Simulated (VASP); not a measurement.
# C (Ia-3d) in VASP: single point with PBE

Aim: the single point of C with PBE.

Everything below comes from runs of VASP 6.6.1. Logs are shortened: lines on timing, memory, paths and dates and some standing lists are left out, and cuts for length are marked.

## Step 1: The cell of the first run

It takes space group Ia-3d (No. 230, cubic). The conventional cell has a = 4.964 Å, b = 4.964 Å, c = 4.964 Å, α = 90.00°, β = 90.00°, γ = 90.00°. Within 2.0 Å of C (site symmetry -4) lie 4 C at 1.52 Å.

## Step 2: Single point, PBE

INCAR reads:

```
SYSTEM = C
PREC     = Accurate       ! precision mode
ENCUT    = 600            ! plane-wave cutoff, eV
EDIFF    = 1E-6           ! SCF threshold, eV
ISMEAR   = 0              ! smearing method
SIGMA    = 0.1            ! smearing width, eV
LREAL    = .FALSE.        ! projectors in reciprocal space
LASPH    = .TRUE.         ! aspherical terms in the spheres
NELM     = 120            ! most SCF steps
ALGO     = Normal         ! electronic algorithm
ISIF     = 2              ! what is computed and relaxed
LWAVE    = .FALSE.        ! write WAVECAR
LCHARG   = .TRUE.         ! write CHGCAR
GGA      = PE             ! functional
LELF     = .TRUE.         ! ELF
LVHAR    = .TRUE.       
NBANDS   = 36             ! bands
GGA_COMPAT= .FALSE.
```

KPOINTS reads:

```
regular mesh
0
G
  6 6 6
  0 0 0
```

POSCAR reads:

```
C
1.0
   -2.4821496100      2.4821496100      2.4821496100
    2.4821496100     -2.4821496100      2.4821496100
    2.4821496100      2.4821496100     -2.4821496100
C
12
Direct
    0.1250000000      0.7500000000      0.8750000000
    0.7500000000      0.3750000000      0.6250000000
    0.6250000000      0.3750000000      0.2500000000
    0.7500000000      0.8750000000      0.1250000000
    0.1250000000      0.8750000000      0.2500000000
    0.2500000000      0.1250000000      0.8750000000
    0.8750000000      0.1250000000      0.7500000000
    0.3750000000      0.6250000000      0.7500000000
    0.3750000000      0.2500000000      0.6250000000
    0.8750000000      0.2500000000      0.1250000000
    0.2500000000      0.6250000000      0.3750000000
    0.6250000000      0.7500000000      0.3750000000
```

Potentials or basis: VASP PAW PBE potentials, release 64 (C).

The run is started by

```console
$ cat potpaw_PBE.64/C/POTCAR > POTCAR
$ mpirun -np 1 vasp_std > vasp.out
```

OUTCAR:

```text
SYSTEM = C
   PREC = Accurate
   ENCUT = 600
   EDIFF = 1E-6
   ISMEAR = 0
   LREAL = .FALSE.
   LASPH = .TRUE.
   NELM = 120
   ISIF = 2
   GGA = PE

 ion  position               nearest neighbor table
   1  0.125  0.750  0.875-   2 1.52   5 1.52   6 1.52   8 1.52
   2  0.750  0.375  0.625-   1 1.52   3 1.52   9 1.52   7 1.52
   3  0.625  0.375  0.250-   6 1.52   2 1.52  12 1.52  10 1.52
   4  0.750  0.875  0.125-   8 1.52   5 1.52  10 1.52  12 1.52
   5  0.125  0.875  0.250-   9 1.52   4 1.52   1 1.52  11 1.52
   6  0.250  0.125  0.875-   3 1.52   1 1.52   7 1.52   9 1.52
   7  0.875  0.125  0.750-  12 1.52  10 1.52   6 1.52   2 1.52
   8  0.375  0.625  0.750-   4 1.52   9 1.52  11 1.52   1 1.52
   9  0.375  0.250  0.625-   5 1.52   2 1.52   8 1.52   6 1.52
  10  0.875  0.250  0.125-   4 1.52   7 1.52  11 1.52   3 1.52
  11  0.250  0.625  0.375-   8 1.52  10 1.52  12 1.52   5 1.52
  12  0.625  0.750  0.375-   7 1.52   3 1.52  11 1.52   4 1.52

  LATTYP: Found a body centered cubic cell.
 ALAT       =     4.9642992200

  Lattice vectors:

 A1 = (  -2.4821496100,   2.4821496100,   2.4821496100)
 A2 = (   2.4821496100,  -2.4821496100,   2.4821496100)
 A3 = (   2.4821496100,   2.4821496100,  -2.4821496100)

Analysis of symmetry for initial positions (statically):
=====================================================================
 Subroutine PRICEL returns:
 Original cell was already a primitive cell.

 Routine SETGRP: Setting up the symmetry group for a
 body centered cubic supercell.

 Subroutine GETGRP returns: Found 48 space group operations
 (whereof  6 operations were pure point group operations)
 out of a pool of 48 trial point group operations.

The static configuration has the point symmetry S_6 .
 The point group associated with its full space group is O_h .

Analysis of symmetry for dynamics (positions and initial velocities):
=====================================================================
 Subroutine PRICEL returns:
 Original cell was already a primitive cell.

 Routine SETGRP: Setting up the symmetry group for a
 body centered cubic supercell.

 Subroutine GETGRP returns: Found 48 space group operations
 (whereof  6 operations were pure point group operations)
 out of a pool of 48 trial point group operations.

The dynamic configuration has the point symmetry S_6 .
 The point group associated with its full space group is O_h .

 Subroutine INISYM returns: Found 48 space group operations
 (whereof  6 operations are pure point group operations),
 and found     1 'primitive' translations

----------------------------------------------------------------------------------------

                                     Primitive cell

  volume of cell :      61.1708

  direct lattice vectors                    reciprocal lattice vectors
    -2.482149610  2.482149610  2.482149610     0.000000000  0.201438301  0.201438301
     2.482149610 -2.482149610  2.482149610     0.201438301  0.000000000  0.201438301
     2.482149610  2.482149610 -2.482149610     0.201438301  0.201438301  0.000000000

  length of vectors
     4.299209237  4.299209237  4.299209237     0.284876777  0.284876777  0.284876777

  position of ions in fractional coordinates (direct lattice)
     0.125000000  0.750000000  0.875000000
     0.750000000  0.375000000  0.625000000
     0.625000000  0.375000000  0.250000000
     0.750000000  0.875000000  0.125000000
     0.125000000  0.875000000  0.250000000
     0.250000000  0.125000000  0.875000000
     0.875000000  0.125000000  0.750000000
     0.375000000  0.625000000  0.750000000
     0.375000000  0.250000000  0.625000000
     0.875000000  0.250000000  0.125000000
     0.250000000  0.625000000  0.375000000
     0.625000000  0.750000000  0.375000000

  ion indices of the primitive-cell ions
   primitive index   ion index
                 1           1
                 2           2
                 3           3
                 4           4
                 5           5
                 6           6
                 7           7
                 8           8
                 9           9
                10          10
                11          11
                12          12

----------------------------------------------------------------------------------------

 KPOINTS: regular mesh

Automatic generation of k-mesh.
 Grid dimensions read from file:
 generate k-points for:    6    6    6

 Generating k-lattice:

  Cartesian coordinates                     Fractional coordinates (reciprocal lattice)
     0.000000000  0.033573050  0.033573050     0.166666667  0.000000000  0.000000000
     0.033573050  0.000000000  0.033573050     0.000000000  0.166666667  0.000000000
     0.033573050  0.033573050  0.000000000     0.000000000  0.000000000  0.166666667

  Length of vectors
     0.047479463  0.047479463  0.047479463

  Shift w.r.t. Gamma in fractional coordinates (k-lattice)
     0.000000000  0.000000000  0.000000000

 Subroutine IBZKPT returns following result:
 ===========================================

 Found     16 irreducible k-points:

 Following reciprocal coordinates:
            Coordinates               Weight
  0.000000  0.000000  0.000000      1.000000
  0.166667  0.000000  0.000000     12.000000
  0.333333  0.000000  0.000000     12.000000
  0.500000  0.000000  0.000000      6.000000
  0.166667  0.166667  0.000000     24.000000
  0.333333  0.166667 -0.000000     48.000000
[... 8 lines left out ...]
  0.500000  0.500000  0.333333     12.000000
  0.500000  0.500000  0.500000      1.000000
   k-points           NKPTS =     16   k-points in BZ     NKDIM =     16   number of bands    NBANDS=     36
   number of dos      NEDOS =    301   number of ions     NIONS =     12
   total plane-waves  NPLWV =  46656
   dimension x,y,z NGX =    36 NGY =   36 NGZ =   36
   dimension x,y,z NGXF=    72 NGYF=   72 NGZF=   72
   ions per type =              12
   NGX,Y,Z   is equivalent  to a cutoff of  13.92, 13.92, 13.92 a.u.
   NGXF,Y,Z  is equivalent  to a cutoff of  27.84, 27.84, 27.84 a.u.
 SYSTEM =  C
   PREC   = accura    normal or accurate (medium, high low for compatibility)
   ISTART =      0    job   : 0-new  1-cont  2-samecut
   ICHARG =      2    charge: 1-file 2-atom 10-const
   ISPIN  =      1    spin polarized calculation?
   LNONCOLLINEAR =      F non collinear calculations
   LSORBIT =      F    spin-orbit coupling
   LASPH  =      T    aspherical Exc in radial PAW
   ENCUT  =  600.0 eV  44.10 Ry    6.64 a.u.   8.59  8.59  8.59*2*pi/ulx,y,z
   NELM   =    120;   NELMIN=  2; NELMDL= -5     # of ELM steps
   EDIFF  = 0.1E-05   stopping-criterion for ELM
   LREAL  =      F    real-space projection
   EDIFFG = 0.1E-04   stopping-criterion for IOM
   NSW    =      0    number of steps for IOM
   IBRION =     -1    ionic relax: 0-MD 1-quasi-New 2-CG
   NFREE  =      0    steps in history (QN), initial steepest desc. (CG)
   ISIF   =      2    stress and relaxation
   ISYM   =      2    0-nonsym 1-usesym 2-fastsym
   POTIM  = 0.5000    time-step for ionic-motion
   TEBEG  =    0.0;   TEEND  =   0.0 temperature during run
   PSTRESS=    0.0 pullay stress
   NELECT =      48.0000    total number of electrons
   NUPDOWN=      -1.0000    fix difference up-down
   EMIN   =  10.00;   EMAX   =-10.00  energy-range for DOS
   EFERMI =   0.00;   METHOD = LEGACY
   ISMEAR =     0;   SIGMA  =   0.10  broadening in eV -4-tet -1-fermi 0-gaus
   EFERMI_NEDOS =   21; number of points for ismear=-14 and -15
   IALGO  =     38    algorithm
   IMIX   =      4    mixing-type and parameters
     AMIX     =   0.40;   BMIX     =  1.00
     AMIX_MAG =   1.60;   BMIX_MAG =  1.00
  volume/ion in A,a.u.               =       5.10        34.40
  Fermi-wavevector in a.u.,A,eV,Ry     =   1.509990  2.853467 31.022217  2.280069
  Thomas-Fermi vector in A             =   2.620239
   LORBIT       =      0    0 simple, 1 ext, 2 COOP (PROOUT), +10 PAW based schemes
   GGA     = PE    functional components
   LHFCALC =     F    Hartree Fock is set to
   AEXX    =    0.0000 exact exchange contribution
   IVDW    =     0    specifies the selected vdW correction
   LEPSILON=     F    determine dielectric tensor
   LRPA    =     F    only Hartree local field effects (RPA)
 non-spin polarized calculation
 Gauss-broadening in eV      SIGMA  =   0.10
  energy-cutoff  :      600.00
  volume of cell :       61.17
 maximum number of plane-waves:      2093
 NGX is ok and might be reduce to    36
   NGX = 17   NGY = 17   NGZ = 17

 number of electron      48.0000007 magnetization

 Free energy of the ion-electron system (eV)
  ---------------------------------------------------
  ext. energy  EPLUGINS =         0.00000000
  ---------------------------------------------------
  free energy    TOTEN  =       -96.98516031 eV

  energy without entropy =      -96.98516031  energy(sigma->0) =      -96.98516031

 E-fermi :  11.1369     XC(G=0): -13.9187

 val. band max:       10.6382632986   @ k =   0.0000   0.0000   0.0000
 cond. band min:      12.3122890139   @ k =   0.0000   0.0000   0.0000
 fundamental gap:      1.6740257153
 Fermi energy:        11.1368839680

 k-point     1 :       0.0000    0.0000    0.0000
  band No.  band energies     occupation
      1     -11.5868      2.00000
      2      -3.3468      2.00000
      3      -3.3468      2.00000
      4      -3.3468      2.00000
      5      -3.1945      2.00000
      6      -3.1945      2.00000
[... 28 lines left out ...]
     35      22.1494      0.00000
     36      22.1902      0.00000

 k-point     2 :       0.1667    0.0000    0.0000
  band No.  band energies     occupation
      1     -11.3205      2.00000
      2      -5.2120      2.00000
      3      -4.2307      2.00000
      4      -4.2008      2.00000
      5      -3.5033      2.00000
      6      -3.2249      2.00000
[... 28 lines left out ...]
     35      21.4211      0.00000
     36      22.0315      0.00000

 k-point     3 :       0.3333    0.0000    0.0000
  band No.  band energies     occupation
      1     -10.5249      2.00000
      2      -7.4114      2.00000
      3      -4.8915      2.00000
      4      -4.8913      2.00000
      5      -3.9822      2.00000
      6      -3.8922      2.00000
[... 28 lines left out ...]
     35      21.5673      0.00000
     36      21.6720      0.00000
[... 430 lines left out ...]
 k-point    15 :       0.5000    0.5000    0.3333
  band No.  band energies     occupation
      1      -8.1746      2.00000
      2      -8.1746      2.00000
      3      -6.6528      2.00000
      4      -6.6528      2.00000
      5      -5.1865      2.00000
      6      -5.1865      2.00000
[... 28 lines left out ...]
     35      21.1694      0.00000
     36      21.1694      0.00000

 k-point    16 :       0.5000    0.5000    0.5000
  band No.  band energies     occupation
      1      -6.9006      2.00000
      2      -6.9006      2.00000
      3      -6.9006      2.00000
      4      -6.9006      2.00000
      5      -6.9006      2.00000
      6      -6.9006      2.00000
[... 28 lines left out ...]
     35      20.3911      0.00000
     36      20.3911      0.00000

------------------------ aborting loop because EDIFF is reached ----------------------------------------

  FORCE on cell =-STRESS in cart. coord.  units (eV):
  Direction    XX          YY          ZZ          XY          YZ          ZX
  --------------------------------------------------------------------------------------
  -------------------------------------------------------------------------------------
  Total       24.0821187     24.0821187     24.0821187     -0.0000000      0.0000000     -0.0000000
  in kB      630.7560426    630.7560426    630.7560426     -0.0000000      0.0000000     -0.0000000
  external PRESSURE =     630.7560426 kB  Pullay stress =       0.0000000 kB

 VOLUME and BASIS-vectors are now :
 -----------------------------------------------------------------------------
  energy-cutoff  :      600.00
  volume of cell :       61.17
      direct lattice vectors                 reciprocal lattice vectors
    -2.482149610  2.482149610  2.482149610     0.000000000  0.201438301  0.201438301
     2.482149610 -2.482149610  2.482149610     0.201438301  0.000000000  0.201438301
     2.482149610  2.482149610 -2.482149610     0.201438301  0.201438301  0.000000000

 POSITION                                       TOTAL-FORCE (eV/Angst)
 -----------------------------------------------------------------------------------
      3.72322      0.62054      0.00000         0.000000     -0.000000      0.000000
      0.62054      2.48215      1.24107        -0.000000      0.000000      0.000000
     -0.00000      1.24107      1.86161         0.000000     -0.000000      0.000000
      0.62054     -0.00000      3.72322        -0.000000      0.000000     -0.000000
      2.48215     -1.24107      1.86161        -0.000000     -0.000000     -0.000000
      1.86161      2.48215     -1.24107        -0.000000      0.000000     -0.000000
      0.00000      3.72322      0.62054         0.000000      0.000000      0.000000
      2.48215      1.24107      0.62054        -0.000000      0.000000      0.000000
      1.24107      1.86161     -0.00000         0.000000      0.000000     -0.000000
     -1.24107      1.86161      2.48215         0.000000      0.000000     -0.000000
      1.86161     -0.00000      1.24107         0.000000     -0.000000     -0.000000
      1.24107      0.62054      2.48215        -0.000000     -0.000000      0.000000
 -----------------------------------------------------------------------------------
    total drift:                                0.000000      0.000000      0.000000

  FREE ENERGIE OF THE ION-ELECTRON SYSTEM (eV)
  ---------------------------------------------------
  free  energy   TOTEN  =       -96.9851603146 eV

  energy  without entropy=      -96.9851603146  energy(sigma->0) =      -96.98516031
```

Wall time 20 s (1 thread of Intel Xeon 6975P-C (Granite Rapids), shared host); peak memory 0.19 GiB.

What came out:

| Property | Result |
| --- | --- |
| Free energy | -96.9852 eV |
| Pressure | 63.1 GPa |
| Band gap on the k mesh | 1.67 eV, direct |
